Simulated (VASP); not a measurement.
# Cl (Fd-3m) in VASP: further runs, part 2 of 2

VASP 6.6.1. Earlier steps stand in the parts before.

### 3 Single point, LDA (volume scaled by 0.7)

INCAR reads:

```
ALGO = Normal
EDIFF = 1E-6
ENCUT = 520
ISIF = 2
ISMEAR = -1
LASPH = T
LCHARG = F
LREAL = F
LWAVE = F
NBANDS = 14
NELM = 80
PREC = Accurate
SIGMA = 0.08
```

KPOINTS reads:

```
k-points
0
Gamma
  11 11 11
```

POSCAR reads:

```
Cl
1.0
    0.0000000000      2.7467577535      2.7467577535
    2.7467577535      0.0000000000      2.7467577535
    2.7467577535      2.7467577535      0.0000000000
Cl
2
Direct
   -0.1250000000     -0.1250000000     -0.1250000000
    0.1250000000      0.1250000000      0.1250000000
```

Potentials or basis: VASP PAW LDA potentials, release 64 (Cl).

Launch:

```
$ cat potpaw_LDA.64/Cl/POTCAR > POTCAR
$ mpirun -np 1 vasp_std > vasp.out
```

OUTCAR:

```text
EDIFF = 1E-6
   ENCUT = 520
   ISIF = 2
   ISMEAR = -1
   LASPH = T
   LREAL = F
   NELM = 80
   PREC = Accurate

 ion  position               nearest neighbor table
   1  0.875  0.875  0.875-   2 2.38   2 2.38   2 2.38   2 2.38
   2  0.125  0.125  0.125-   1 2.38   1 2.38   1 2.38   1 2.38

  LATTYP: Found a face centered cubic cell.
 ALAT       =     5.4935155070

  Lattice vectors:

 A1 = (   0.0000000000,   2.7467577535,   2.7467577535)
 A2 = (   2.7467577535,   0.0000000000,   2.7467577535)
 A3 = (   2.7467577535,   2.7467577535,   0.0000000000)

Analysis of symmetry for initial positions (statically):
=====================================================================
 Subroutine PRICEL returns:
 Original cell was already a primitive cell.

 Routine SETGRP: Setting up the symmetry group for a
 face centered cubic supercell.

 Subroutine GETGRP returns: Found 48 space group operations
 (whereof 12 operations were pure point group operations)
 out of a pool of 48 trial point group operations.

The static configuration has the point symmetry D_3d.
 The point group associated with its full space group is O_h .

Analysis of symmetry for dynamics (positions and initial velocities):
=====================================================================
 Subroutine PRICEL returns:
 Original cell was already a primitive cell.

 Routine SETGRP: Setting up the symmetry group for a
 face centered cubic supercell.

 Subroutine GETGRP returns: Found 48 space group operations
 (whereof 12 operations were pure point group operations)
 out of a pool of 48 trial point group operations.

The dynamic configuration has the point symmetry D_3d.
 The point group associated with its full space group is O_h .

 Subroutine INISYM returns: Found 48 space group operations
 (whereof 12 operations are pure point group operations),
 and found     1 'primitive' translations

----------------------------------------------------------------------------------------

                                     Primitive cell

  volume of cell :      41.4468

  direct lattice vectors                    reciprocal lattice vectors
[... 120 lines left out ...]
  volume of cell :       41.45
 maximum number of plane-waves:      1139
 NGX is ok and might be reduce to    30
   NGX = 15   NGY = 15   NGZ = 15

 number of electron      13.9999993 magnetization

 Free energy of the ion-electron system (eV)
  ---------------------------------------------------
  ext. energy  EPLUGINS =         0.00000000
  ---------------------------------------------------
  free energy    TOTEN  =        -2.04636534 eV

  energy without entropy =       -1.99721907  energy(sigma->0) =       -2.02179221

 E-fermi :   3.7284     XC(G=0):  -9.6784

 val. band max:        3.7245462754   @ k =   0.4545   0.1818   0.0909
 cond. band min:       3.7483286742   @ k =   0.3636   0.2727   0.0000
 fundamental gap:      0.0237823988
 Fermi energy:         3.7283788572

 k-point     1 :       0.0000    0.0000    0.0000
  band No.  band energies     occupation
      1     -14.9259      2.00000
      2      -8.4879      2.00000
      3      -1.4897      2.00000
      4      -1.4897      2.00000
      5      -1.4897      2.00000
      6       1.6454      2.00000
      7       1.6454      2.00000
      8       1.6454      2.00000
      9       9.1364      0.00000
     10      12.5704      0.00000
     11      12.5704      0.00000
     12      15.2462      0.00000
     13      15.2462      0.00000
     14      15.2462      0.00000
[... 377 lines left out ...]
      1     -14.2384      2.00000
      2      -9.9807      2.00000
      3      -2.7903      2.00000
      4      -1.9403      2.00000
      5      -0.9697      2.00000
      6       2.2066      2.00000
      7       2.3732      2.00000
      8       3.2017      1.99724
      9      10.8938      0.00000
     10      11.2382      0.00000
     11      12.1596      0.00000
     12      15.9427      0.00000
     13      16.0639      0.00000
     14      17.3509      0.00000

 [... further k-points ...]

------------------------ aborting loop because EDIFF is reached ----------------------------------------

  FORCE on cell =-STRESS in cart. coord.  units (eV):
  Direction    XX          YY          ZZ          XY          YZ          ZX
  --------------------------------------------------------------------------------------
  -------------------------------------------------------------------------------------
  Total        5.2497820      5.2497820      5.2497820      0.0000000      0.0000000      0.0000000
  in kB      202.9367862    202.9367862    202.9367862      0.0000000      0.0000000      0.0000000
  external PRESSURE =     202.9367862 kB  Pullay stress =       0.0000000 kB

 VOLUME and BASIS-vectors are now :
 -----------------------------------------------------------------------------
  energy-cutoff  :      520.00
  volume of cell :       41.45
      direct lattice vectors                 reciprocal lattice vectors
     0.000000000  2.746757753  2.746757753    -0.182032798  0.182032798  0.182032798
     2.746757753  0.000000000  2.746757753     0.182032798 -0.182032798  0.182032798
     2.746757753  2.746757753  0.000000000     0.182032798  0.182032798 -0.182032798

 POSITION                                       TOTAL-FORCE (eV/Angst)
 -----------------------------------------------------------------------------------
      4.80683      4.80683      4.80683         0.000000     -0.000000     -0.000000
      0.68669      0.68669      0.68669        -0.000000      0.000000      0.000000
 -----------------------------------------------------------------------------------
    total drift:                               -0.000000      0.000000      0.000000

  FREE ENERGIE OF THE ION-ELECTRON SYSTEM (eV)
  ---------------------------------------------------
  free  energy   TOTEN  =        -2.0463653448 eV

  energy  without entropy=       -1.9972190700  energy(sigma->0) =       -2.02179221
```

OSZICAR:

```text
N       E                     dE             d eps       ncg     rms          rms(c)
DAV:   1     0.722450878107E+02    0.72245E+02   -0.62850E+03  1568   0.869E+02
DAV:   2     0.182429244773E+01   -0.70421E+02   -0.65251E+02  2336   0.163E+02
DAV:   3    -0.201233341257E+01   -0.38366E+01   -0.37834E+01  2048   0.399E+01
DAV:   4    -0.205024975922E+01   -0.37916E-01   -0.37906E-01  1952   0.486E+00
DAV:   5    -0.205088893868E+01   -0.63918E-03   -0.63915E-03  2102   0.621E-01    0.202E+01
DAV:   6    -0.204714045160E+01    0.37485E-02   -0.43262E-03  1994   0.392E-01    0.121E+01
DAV:   7    -0.204651296015E+01    0.62749E-03   -0.44983E-03  1976   0.386E-01    0.135E-01
DAV:   8    -0.204636505505E+01    0.14791E-03   -0.42410E-04  1922   0.124E-01    0.205E-02
DAV:   9    -0.204636533700E+01   -0.28196E-06   -0.12485E-05  2108   0.236E-02    0.106E-02
DAV:  10    -0.204636534478E+01   -0.77754E-08   -0.63074E-07  1456   0.509E-03
   1 F= -.20463653E+01 E0= -.20217922E+01  d E =-.491463E-01
```

Wall time 18 s (1 thread of Intel Xeon Platinum 8375C at 2.90GHz (Ice Lake), shared host); peak memory 0.15 GiB.

Results:

| Quantity | Value |
| --- | --- |
| Free energy | -2.0464 eV |
| Pressure | 20.3 GPa |
| Band gap on the k mesh | zero (band 7 reaches 4.57 eV, above the bottom of band 8 at 1.65 eV) |

### 4 Single point, LDA (volume scaled by 0.7)

INCAR reads:

```
SYSTEM = Cl
PREC = Accurate ; ENCUT = 520
EDIFF = 1E-6 ; ISMEAR = -1
SIGMA = 0.08 ; LREAL = .FALSE.
LASPH = .TRUE. ; NELM = 100
ALGO = Normal ; ISIF = 2
LWAVE = .FALSE. ; LCHARG = .FALSE.
GGA = CA ; NBANDS = 14
```

KPOINTS reads:

```
Automatic mesh
0
G
  11 11 11
  0 0 0
```

POSCAR is that of step 3.

Launch:

```
$ cat potpaw_LDA.64/Cl/POTCAR > POTCAR
$ mpirun -np 1 vasp_std > vasp.out
```

Wall time 22 s (1 thread of Intel Xeon Platinum 8375C at 2.90GHz (Ice Lake), shared host); peak memory 0.15 GiB.

It converged, with:

| Quantity | Value |
| --- | --- |
| Free energy | -2.0464 eV |
| Pressure | 20.3 GPa |
| Band gap on the k mesh | zero (band 7 reaches 4.57 eV, above the bottom of band 8 at 1.65 eV) |

Levels at points of the mesh, in eV from the Fermi level:
```tsv
k point	band 5	band 6	band 7	band 8	band 9	band 10
(0.00, 0.00, 0.00)	-5.22	-2.08	-2.08	-2.08	5.41	8.84
```

### 5 Single point, LDA (volume scaled by 0.8)

INCAR reads:

```
  ALGO = Normal
  EDIFF = 1E-7
  ENCUT = 520
  ISIF = 2
  ISMEAR = -1
  LASPH = True
  LCHARG = True
  LELF = True
  LREAL = False
  LVHAR = True
  LWAVE = False
  NBANDS = 14
  NELM = 60
  PREC = Accurate
  SIGMA = 0.08
```

KPOINTS reads:

```
k-points
0
Gamma
  11 11 11
```

POSCAR reads:

```
Cl
1.0
    0.0000000000      2.8717789518      2.8717789518
    2.8717789518      0.0000000000      2.8717789518
    2.8717789518      2.8717789518      0.0000000000
Cl
2
Direct
   -0.1250000000     -0.1250000000     -0.1250000000
    0.1250000000      0.1250000000      0.1250000000
```

Launch:

```
$ cat potpaw_LDA.64/Cl/POTCAR > POTCAR
$ mpirun -np 1 vasp_std > vasp.out
```

Run time: 23 s. Hardware: 1 thread of Intel Xeon Platinum 8375C at 2.90GHz (Ice Lake), shared host; peak memory 0.15 GiB.

Results (log left out):

```yaml
Free_energy: -2.5853 eV
Pressure: 9.7 GPa
Band_gap_on_the_k_mesh: zero (band 7 reaches 2.71 eV, above the bottom of band 8 at 0.40 eV)
```

Levels at points of the mesh, in eV from the Fermi level:
```
           k point  band 5  band 6  band 7  band 8  band 9  band 10
(0.00, 0.00, 0.00)   -4.42   -1.66   -1.66   -1.66    5.55     9.36
```

### 6 Summary

```tsv
cell	gap on the mesh (eV)	pressure (GPa)
a = 3.690 Å, angles 60.0°, 2 atoms	none	38.8
a = 3.885 Å, angles 60.0°, 2 atoms	none	20.3
a = 4.061 Å, angles 60.0°, 2 atoms	none	9.7
```

Alike in all rows: task single point; level LDA; potentials or basis VASP PAW LDA potentials, release 64 (Cl); no spin polarisation; k mesh 11 × 11 × 11; cutoff (eV) 520; smearing fermi-dirac 0.08 eV.

Absolute energies hang on the potentials; compare differences alone.
